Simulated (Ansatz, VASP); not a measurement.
GaN: VASP beside Ansatz

The input INCAR:

```
SYSTEM = GaN
PREC     = Accurate       ! precision mode
ENCUT    = 520            ! plane-wave cutoff, eV
EDIFF    = 1E-7           ! SCF threshold, eV
ISMEAR   = 0              ! smearing method
SIGMA    = 0.05           ! smearing width, eV
LREAL    = .False.        ! projectors in reciprocal space
LASPH    = .True.         ! aspherical terms in the spheres
NELM     = 60             ! most SCF steps
ALGO     = Normal         ! electronic algorithm
ISIF     = 2              ! what is computed and relaxed
LWAVE    = .False.        ! write WAVECAR
LCHARG   = .False.        ! write CHGCAR
GGA      = PE             ! functional
NBANDS   = 16             ! bands
```

Contents of KPOINTS:

```
Automatic mesh
0
Gamma
  10 10 10
  0 0 0
```

POSCAR

```
GaN
1.0
    0.0000000000      2.2742384928      2.2742384928
    2.2742384928      0.0000000000      2.2742384928
    2.2742384928      2.2742384928      0.0000000000
Ga N
1 1
Direct
   -0.0033125644      0.0033125644     -0.0033125644
    0.7664890358      0.7335109642      0.7664890358
```

Input for Ansatz:

```yaml
crystal:
  lattice:
    - [0.0, 2.2742384928, 2.2742384928]
    - [2.2742384928, 0.0, 2.2742384928]
    - [2.2742384928, 2.2742384928, 0.0]
  atoms:
    - { symbol: Ga, position: [-0.0033125644, 0.0033125644, -0.0033125644] }
    - { symbol: "N", position: [0.7664890358, 0.7335109642, 0.7664890358] }
basis:
  ecutwfc: 420
kpoints:
  mp_grid: { grid: [10, 10, 10] }
hamiltonian:
  xc: pbe
scf:
  occupations: { method: gaussian, width: 0.05 }
output:
  forces: true
  stress: true
  eigenvalues: true
```

Change from the starting cell: mode 4 (516.3 1/cm) frozen in, largest displacement +0.075 Å.

Alike in both runs: task single point; functional PBE; k mesh 10 × 10 × 10; occupations gaussian, width 0.05 eV; no spin polarisation.

|  | VASP | Ansatz |
| --- | --- | --- |
| version | VASP 6.6.1 | Ansatz 0.2.0 |
| potentials or method | VASP PAW PBE potentials, release 64 (Ga_d, N), cutoff 520 eV | scalar-relativistic, plane waves, PAW |
| valence electrons in the cell | 18 | 18 |

```csv
,VASP,Ansatz,Ansatz less VASP
gap on the k mesh at the Fermi level (eV),1.39,1.39,-0.005
least direct gap on the mesh (eV),1.39,1.39,-0.005
pressure (GPa),0.8,0.7,-0.05
"traceless stress, the component that is largest in VASP (GPa)",4.34,4.44,+0.101
rms of the force components (eV/Å),0.581,0.589,+0.0079
```

Atom by atom the forces differ by 0.008 eV/Å (rms over components).
